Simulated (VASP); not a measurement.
# Cd3Te2Se (P6_3mc) in VASP: further runs

Runs on Cd3Te2Se. Level: PBE. Tasks: single point.

Everything below comes from runs of VASP 6.6.1. Logs are shortened: lines on timing, memory, paths and dates and some standing lists are left out, and cuts for length are marked.

### 1 The cell of the first run

The structure is hexagonal, space group P6_3mc (No. 186). Conventional cell: a = 4.299 Å, b = 4.299 Å, c = 21.163 Å, α = 90.00°, β = 90.00°, γ = 120.00°. Within 3.5 Å of Cd (site symmetry 3m) lie 3 Te at 2.64 Å and 1 Se at 2.64 Å. Within 3.5 Å of Cd (site symmetry 3m) lie 4 Te at 2.64 Å. Within 3.5 Å of Cd (site symmetry 3m) lie 3 Se at 2.64 Å and 1 Te at 2.64 Å. Within 3.5 Å of Te (site symmetry 3m) lie 4 Cd at 2.64 Å. Within 3.5 Å of Te (site symmetry 3m) lie 4 Cd at 2.64 Å. Se (site symmetry 3m) has 4 Cd at 2.64 Å within 3.5 Å.

### 2 Single point, PBE

Input file INCAR:

```
ALGO     = Normal         # electronic algorithm
EDIFF    = 1E-6           # SCF threshold, eV
ENCUT    = 520            # plane-wave cutoff, eV
GGA      = PE             # functional
ISIF     = 2              # what is computed and relaxed
ISMEAR   = 0              # smearing method
LASPH    = T              # aspherical terms in the spheres
LCHARG   = T              # write CHGCAR
LELF     = T              # ELF
LREAL    = F              # projectors in reciprocal space
LVHAR    = T            
LWAVE    = F              # write WAVECAR
NBANDS   = 66             # bands
NELM     = 100            # most SCF steps
PREC     = Accurate       # precision mode
SIGMA    = 0.1            # smearing width, eV
```

Input file KPOINTS:

```
k-points
0
Gamma
  6 6 1
```

Input file POSCAR:

```
Cd3Te2Se
1.0
    4.2993005600      0.0000000000      0.0000000000
   -2.1496502800      3.7233035000      0.0000000000
    0.0000000000      0.0000000000     21.1633441400
Cd Te Se
6 4 2
Direct
    0.3333333300      0.6666666700      0.0001215200
    0.3333333300      0.6666666700      0.3334548500
    0.3333333300      0.6666666700      0.6667881900
    0.6666666700      0.3333333300      0.1667881900
    0.6666666700      0.3333333300      0.5001215200
    0.6666666700      0.3333333300      0.8334548500
    0.3333333300      0.6666666700      0.4582118100
    0.3333333300      0.6666666700      0.7915451400
    0.6666666700      0.3333333300      0.2915451400
    0.6666666700      0.3333333300      0.9582118100
    0.3333333300      0.6666666700      0.1248784800
    0.6666666700      0.3333333300      0.6248784800
```

Potentials or basis: VASP PAW PBE potentials, release 64 (Cd, Te, Se).

Run with:

```bash
$ cat potpaw_PBE.64/Cd/POTCAR potpaw_PBE.64/Te/POTCAR potpaw_PBE.64/Se/POTCAR > POTCAR
$ mpirun -np 1 vasp_std > vasp.out
```

OUTCAR:

```text
EDIFF = 1E-6
   ENCUT = 520
   GGA = PE
   ISIF = 2
   ISMEAR = 0
   LASPH = T
   LREAL = F
   NELM = 100
   PREC = Accurate

 ion  position               nearest neighbor table
   1  0.333  0.667  0.000-  10 2.64  10 2.64  10 2.64  11 2.64
   2  0.333  0.667  0.333-   9 2.64   9 2.64   9 2.64   7 2.64
   3  0.333  0.667  0.667-  12 2.64  12 2.64  12 2.64   8 2.64
   4  0.667  0.333  0.167-  11 2.64  11 2.64  11 2.64   9 2.64
   5  0.667  0.333  0.500-   7 2.64   7 2.64   7 2.64  12 2.64
   6  0.667  0.333  0.833-   8 2.64   8 2.64   8 2.64  10 2.64
   7  0.333  0.667  0.458-   5 2.64   5 2.64   5 2.64   2 2.64
   8  0.333  0.667  0.792-   6 2.64   6 2.64   6 2.64   3 2.64
   9  0.667  0.333  0.292-   2 2.64   2 2.64   2 2.64   4 2.64
  10  0.667  0.333  0.958-   1 2.64   1 2.64   1 2.64   6 2.64
  11  0.333  0.667  0.125-   4 2.64   4 2.64   4 2.64   1 2.64
  12  0.667  0.333  0.625-   3 2.64   3 2.64   3 2.64   5 2.64

  LATTYP: Found a hexagonal cell.
 ALAT       =     4.2993005600
 C/A-ratio  =     4.9225086371

  Lattice vectors:

 A1 = (   4.2993005600,   0.0000000000,   0.0000000000)
 A2 = (  -2.1496502800,   3.7233035000,   0.0000000000)
 A3 = (   0.0000000000,   0.0000000000,  21.1633441400)

Analysis of symmetry for initial positions (statically):
=====================================================================
 Subroutine PRICEL returns:
 Original cell was already a primitive cell.

 Routine SETGRP: Setting up the symmetry group for a
 hexagonal supercell.

 Subroutine GETGRP returns: Found 12 space group operations
 (whereof  6 operations were pure point group operations)
 out of a pool of 24 trial point group operations.

The static configuration has the point symmetry C_3v.
 The point group associated with its full space group is C_6v.

Analysis of symmetry for dynamics (positions and initial velocities):
=====================================================================
 Subroutine PRICEL returns:
 Original cell was already a primitive cell.

 Routine SETGRP: Setting up the symmetry group for a
 hexagonal supercell.

 Subroutine GETGRP returns: Found 12 space group operations
 (whereof  6 operations were pure point group operations)
 out of a pool of 24 trial point group operations.

The dynamic configuration has the point symmetry C_3v.
 The point group associated with its full space group is C_6v.

 Subroutine INISYM returns: Found 12 space group operations
 (whereof  6 operations are pure point group operations),
 and found     1 'primitive' translations

----------------------------------------------------------------------------------------

                                     Primitive cell

  volume of cell :     338.7744

  direct lattice vectors                    reciprocal lattice vectors
     4.299300560  0.000000000  0.000000000     0.232595974  0.134289348  0.000000000
    -2.149650280  3.723303500  0.000000000     0.000000000  0.268578696  0.000000000
     0.000000000  0.000000000 21.163344140     0.000000000  0.000000000  0.047251512

  length of vectors
     4.299300560  4.299300557 21.163344140     0.268578696  0.268578696  0.047251512

  position of ions in fractional coordinates (direct lattice)
     0.333333330  0.666666670  0.000121520
     0.333333330  0.666666670  0.333454850
     0.333333330  0.666666670  0.666788190
     0.666666670  0.333333330  0.166788190
     0.666666670  0.333333330  0.500121520
     0.666666670  0.333333330  0.833454850
     0.333333330  0.666666670  0.458211810
     0.333333330  0.666666670  0.791545140
     0.666666670  0.333333330  0.291545140
     0.666666670  0.333333330  0.958211810
     0.333333330  0.666666670  0.124878480
     0.666666670  0.333333330  0.624878480

  ion indices of the primitive-cell ions
   primitive index   ion index
                 1           1
                 2           2
                 3           3
                 4           4
                 5           5
                 6           6
                 7           7
                 8           8
                 9           9
                10          10
                11          11
                12          12

----------------------------------------------------------------------------------------

 KPOINTS: k-points

Automatic generation of k-mesh.
 Grid dimensions read from file:
 generate k-points for:    6    6    1

 Generating k-lattice:

  Cartesian coordinates                     Fractional coordinates (reciprocal lattice)
     0.038765996  0.022381558  0.000000000     0.166666667  0.000000000  0.000000000
     0.000000000  0.044763116  0.000000000     0.000000000  0.166666667  0.000000000
     0.000000000  0.000000000  0.047251512     0.000000000  0.000000000  1.000000000

  Length of vectors
     0.044763116  0.044763116  0.047251512

  Shift w.r.t. Gamma in fractional coordinates (k-lattice)
     0.000000000  0.000000000  0.000000000

 Subroutine IBZKPT returns following result:
 ===========================================

 Found      7 irreducible k-points:

 Following reciprocal coordinates:
            Coordinates               Weight
  0.000000  0.000000  0.000000      1.000000
  0.166667 -0.000000  0.000000      6.000000
  0.333333 -0.000000  0.000000      6.000000
  0.500000 -0.000000  0.000000      3.000000
  0.166667  0.166667  0.000000      6.000000
  0.333333  0.166667  0.000000     12.000000
  0.333333  0.333333  0.000000      2.000000
   k-points           NKPTS =      7   k-points in BZ     NKDIM =      7   number of bands    NBANDS=     66
   number of dos      NEDOS =    301   number of ions     NIONS =     12
   total plane-waves  NPLWV = 163840
   dimension x,y,z NGX =    32 NGY =   32 NGZ =  160
   dimension x,y,z NGXF=    64 NGYF=   64 NGZF=  320
   ions per type =               6   4   2
   NGX,Y,Z   is equivalent  to a cutoff of  12.37, 12.37, 12.57 a.u.
   NGXF,Y,Z  is equivalent  to a cutoff of  24.75, 24.75, 25.14 a.u.
 SYSTEM =  unknown system
   PREC   = accura    normal or accurate (medium, high low for compatibility)
   ISTART =      0    job   : 0-new  1-cont  2-samecut
   ICHARG =      2    charge: 1-file 2-atom 10-const
   ISPIN  =      1    spin polarized calculation?
   LNONCOLLINEAR =      F non collinear calculations
   LSORBIT =      F    spin-orbit coupling
   LASPH  =      T    aspherical Exc in radial PAW
   ENCUT  =  520.0 eV  38.22 Ry    6.18 a.u.   7.99  7.99 39.35*2*pi/ulx,y,z
   NELM   =    100;   NELMIN=  2; NELMDL= -5     # of ELM steps
   EDIFF  = 0.1E-05   stopping-criterion for ELM
   LREAL  =      F    real-space projection
   EDIFFG = 0.1E-04   stopping-criterion for IOM
   NSW    =      0    number of steps for IOM
   IBRION =     -1    ionic relax: 0-MD 1-quasi-New 2-CG
   NFREE  =      0    steps in history (QN), initial steepest desc. (CG)
   ISIF   =      2    stress and relaxation
   ISYM   =      2    0-nonsym 1-usesym 2-fastsym
   POTIM  = 0.5000    time-step for ionic-motion
   TEBEG  =    0.0;   TEEND  =   0.0 temperature during run
   PSTRESS=    0.0 pullay stress
   NELECT =     108.0000    total number of electrons
   NUPDOWN=      -1.0000    fix difference up-down
   EMIN   =  10.00;   EMAX   =-10.00  energy-range for DOS
   EFERMI =   0.00;   METHOD = LEGACY
   ISMEAR =     0;   SIGMA  =   0.10  broadening in eV -4-tet -1-fermi 0-gaus
   EFERMI_NEDOS =   21; number of points for ismear=-14 and -15
   IALGO  =     38    algorithm
   IMIX   =      4    mixing-type and parameters
     AMIX     =   0.40;   BMIX     =  1.00
     AMIX_MAG =   1.60;   BMIX_MAG =  1.00
  volume/ion in A,a.u.               =      28.23       190.51
  Fermi-wavevector in a.u.,A,eV,Ry     =   1.118354  2.113382 17.017015  1.250715
  Thomas-Fermi vector in A             =   2.254984
   LORBIT       =      0    0 simple, 1 ext, 2 COOP (PROOUT), +10 PAW based schemes
   GGA     = PE    functional components
   LHFCALC =     F    Hartree Fock is set to
   AEXX    =    0.0000 exact exchange contribution
   IVDW    =     0    specifies the selected vdW correction
   LEPSILON=     F    determine dielectric tensor
   LRPA    =     F    only Hartree local field effects (RPA)
 non-spin polarized calculation
 Gauss-broadening in eV      SIGMA  =   0.10
  energy-cutoff  :      520.00
  volume of cell :      338.77
 maximum number of plane-waves:      9135
 NGX is ok and might be reduce to    32
   NGX = 15   NGY = 15   NGZ = 79

 number of electron     107.9999985 magnetization

 Free energy of the ion-electron system (eV)
  ---------------------------------------------------
  ext. energy  EPLUGINS =         0.00000000
  ---------------------------------------------------
  free energy    TOTEN  =       -27.59345719 eV

  energy without entropy =      -27.59345719  energy(sigma->0) =      -27.59345719

 E-fermi :   3.7044     XC(G=0):  -9.2471

 val. band max:        3.2303086225   @ k =   0.0000   0.0000   0.0000
 cond. band min:       4.1330619299   @ k =   0.0000   0.0000   0.0000
 fundamental gap:      0.9027533074
 Fermi energy:         3.7043640225

 k-point     1 :       0.0000    0.0000    0.0000
  band No.  band energies     occupation
      1      -9.6704      2.00000
      2      -9.6599      2.00000
      3      -8.9336      2.00000
      4      -8.8966      2.00000
      5      -8.6281      2.00000
      6      -8.6055      2.00000
[... 58 lines left out ...]
     65       7.9818      0.00000
     66       8.2315      0.00000

 k-point     2 :       0.1667   -0.0000    0.0000
  band No.  band energies     occupation
      1      -9.5995      2.00000
      2      -9.5922      2.00000
      3      -8.8158      2.00000
      4      -8.7905      2.00000
      5      -8.5493      2.00000
      6      -8.5348      2.00000
[... 403 lines left out ...]
     65       9.2624      0.00000
     66       9.2629      0.00000

------------------------ aborting loop because EDIFF is reached ----------------------------------------

  FORCE on cell =-STRESS in cart. coord.  units (eV):
  Direction    XX          YY          ZZ          XY          YZ          ZX
  --------------------------------------------------------------------------------------
  -------------------------------------------------------------------------------------
  Total       24.9385988     24.9385987     24.6118085      0.0000000      0.0000000     -0.0000000
  in kB      117.9429784    117.9429782    116.3974777      0.0000000      0.0000000     -0.0000000
  external PRESSURE =     117.4278114 kB  Pullay stress =       0.0000000 kB

 VOLUME and BASIS-vectors are now :
 -----------------------------------------------------------------------------
  energy-cutoff  :      520.00
  volume of cell :      338.77
      direct lattice vectors                 reciprocal lattice vectors
     4.299300560  0.000000000  0.000000000     0.232595974  0.134289348  0.000000000
    -2.149650280  3.723303500  0.000000000     0.000000000  0.268578696  0.000000000
     0.000000000  0.000000000 21.163344140     0.000000000  0.000000000  0.047251512

 POSITION                                       TOTAL-FORCE (eV/Angst)
 -----------------------------------------------------------------------------------
     -0.00000      2.48220      0.00257        -0.000000      0.000000      1.027022
     -0.00000      2.48220      7.05702         0.000000      0.000000      0.020394
     -0.00000      2.48220     14.11147        -0.000000     -0.000000     -0.944117
      2.14965      1.24110      3.52980         0.000000      0.000000     -0.944117
      2.14965      1.24110     10.58424         0.000000      0.000000      1.027022
      2.14965      1.24110     17.63869        -0.000000     -0.000000      0.020394
     -0.00000      2.48220      9.69729         0.000000     -0.000000      0.166328
     -0.00000      2.48220     16.75174        -0.000000     -0.000000     -0.192722
      2.14965      1.24110      6.17007         0.000000      0.000000     -0.192722
      2.14965      1.24110     20.27897        -0.000000      0.000000      0.166328
     -0.00000      2.48220      2.64285         0.000000      0.000000     -0.076905
      2.14965      1.24110     13.22452        -0.000000     -0.000000     -0.076905
 -----------------------------------------------------------------------------------
    total drift:                               -0.000036      0.000021     -0.001826

  FREE ENERGIE OF THE ION-ELECTRON SYSTEM (eV)
  ---------------------------------------------------
  free  energy   TOTEN  =       -27.5934571851 eV

  energy  without entropy=      -27.5934571851  energy(sigma->0) =      -27.59345719
```

Run time: 6.1 min. Hardware: 1 thread of AMD EPYC 7R43 (Zen 3), shared host; peak memory 0.45 GiB.

What came out:

| Quantity | Value |
| --- | --- |
| Free energy | -27.5935 eV |
| Pressure | 11.7 GPa |
| Largest force | 1.027 eV/Å |
| Band gap on the k mesh | 0.90 eV |

Forces on the atoms (eV/Å):
```
Cd   0.000  0.000  1.027
Cd   0.000  0.000  0.020
Cd   0.000  0.000 -0.944
Cd   0.000  0.000 -0.944
Cd   0.000  0.000  1.027
Cd   0.000  0.000  0.020
Te   0.000  0.000  0.166
Te   0.000  0.000 -0.193
Te   0.000  0.000 -0.193
Te   0.000  0.000  0.166
Se   0.000  0.000 -0.077
Se   0.000  0.000 -0.077
```

Levels at points of the mesh, in eV from the valence-band top:
| k point | band 50 | band 51 | band 52 | band 53 | band 54 | band 55 | band 56 | band 57 | band 58 | band 59 |
| --- | --- | --- | --- | --- | --- | --- | --- | --- | --- | --- |
| (0.00, 0.00, 0.00) | -0.19 | -0.15 | -0.15 | 0.00 | 0.00 | 0.90 | 1.71 | 2.19 | 2.20 | 2.27 |
| (0.50, 0.00, 0.00) | -1.60 | -1.52 | -1.50 | -1.38 | -1.05 | 1.99 | 2.36 | 2.51 | 2.51 | 2.72 |

Caveat: the cell stands under pressure; spin-orbit coupling is left out, which moves the levels of the heavy elements; forces of over 1 eV/Å act on the atoms, so gaps and moduli don't describe the material at rest.

### 3 Single point, PBE

This run uses another cell than the first one, of 34.03 Å³/atom.

Input file INCAR:

```
SYSTEM = Cd3Te2Se
  PREC = Accurate
  ENCUT = 520
  EDIFF = 1E-7
  ISMEAR = 0
  SIGMA = 0.1
  LREAL = .False.
  LASPH = .True.
  NELM = 100
  ALGO = Normal
  ISIF = 2
  LWAVE = .False.
  LCHARG = .False.
  GGA = PE
  NBANDS = 66
```

Input file KPOINTS:

```
Automatic mesh
0
Gamma
  6 6 1
  0 0 0
```

Input file POSCAR:

```
Cd3Te2Se
1.0
    4.5801940284      0.0000000000      0.0000000000
   -2.2900970142      3.9665643828      0.0000000000
    0.0000000000      0.0000000000     22.4800189968
Cd Te Se
6 4 2
Direct
    0.3333333333      0.6666666667      0.0063612339
    0.3333333333      0.6666666667      0.3336470036
    0.3333333333      0.6666666667      0.6603326259
    0.6666666667      0.3333333333      0.1603326259
    0.6666666667      0.3333333333      0.5063612339
    0.6666666667      0.3333333333      0.8336470036
    0.3333333333      0.6666666667      0.4607277335
    0.3333333333      0.6666666667      0.7880725165
    0.6666666667      0.3333333333      0.2880725165
    0.6666666667      0.3333333333      0.9607277335
    0.3333333333      0.6666666667      0.1258588766
    0.6666666667      0.3333333333      0.6258588766
```

Potentials or basis: VASP PAW PBE potentials, release 64 (Cd, Te, Se).

Run with:

```bash
$ cat potpaw_PBE.64/Cd/POTCAR potpaw_PBE.64/Te/POTCAR potpaw_PBE.64/Se/POTCAR > POTCAR
$ mpirun -np 1 vasp_std > vasp.out
```

It took 9.4 min on 1 thread of AMD EPYC 7R43 (Zen 3), shared host; peak memory 0.54 GiB.

The run converged. Its results:

```yaml
Free_energy: -30.0175 eV
Pressure: 0.2 GPa
Largest_force: 0.023 eV/Å
Band_gap_on_the_k_mesh: 0.27 eV
```

Forces on the atoms (eV/Å):
```
Cd   0.000  0.000 -0.002
Cd   0.000  0.000 -0.005
Cd   0.000  0.000 -0.005
Cd   0.000  0.000 -0.005
Cd   0.000  0.000 -0.002
Cd   0.000  0.000 -0.005
Te   0.000  0.000  0.004
Te   0.000  0.000 -0.015
Te   0.000  0.000 -0.015
Te   0.000  0.000  0.004
Se   0.000  0.000  0.023
Se   0.000  0.000  0.023
```

Levels at points of the mesh, in eV from the valence-band top:
| k point | band 52 | band 53 | band 54 | band 55 | band 56 | band 57 |
| --- | --- | --- | --- | --- | --- | --- |
| (0.00, 0.00, 0.00) | -0.08 | 0.00 | 0.00 | 0.27 | 1.18 | 1.75 |
| (0.50, 0.00, 0.00) | -1.08 | -0.91 | -0.75 | 1.98 | 2.21 | 2.44 |

Caveat: semilocal functionals underestimate gaps, and a narrow one can read as zero; spin-orbit coupling is left out, which moves the levels of the heavy elements.
